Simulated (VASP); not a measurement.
C, 4 atoms in the cell. Symmetry: Cmme, No. 67, orthorhombic system. The conventional cell has a = 2.504 Å, b = 4.338 Å, c = 7.314 Å, α = 90.00°, β = 90.00°, γ = 90.00°. C (site symmetry m) has 3 C at 1.45 Å within 1.9 Å. 

- Program: VASP 6.6.1
- Task: single point
- Functional: LDA
- Potentials or basis: VASP PAW LDA potentials, release 64 (C)
- Cutoff: 520 eV
- k mesh: 12 × 12 × 4
- Occupations: fermi-dirac, width 0.05 eV
- Spin: no spin polarisation
- Dipole correction: no
- Further INCAR settings: ALGO = Normal; EDIFF = 1e-06; NBANDS = 16

Potentials or basis: VASP PAW LDA potentials, release 64 (C).

Launch:

```bash
$ cat potpaw_LDA.64/C/POTCAR > POTCAR
$ mpirun -np 1 vasp_std > vasp.out
```

Hardware: 1 thread of AMD EPYC 9R45 96-Core Processor (Zen 5), on a shared host.

**Question.** Estimate the wall time of this run.

**Answer.** Wall time 36 s on 1 thread of AMD EPYC 9R45 96-Core Processor (Zen 5), with other jobs on the host, peak memory 0.14 GiB. Counts: scf iterations 12, k points 129.
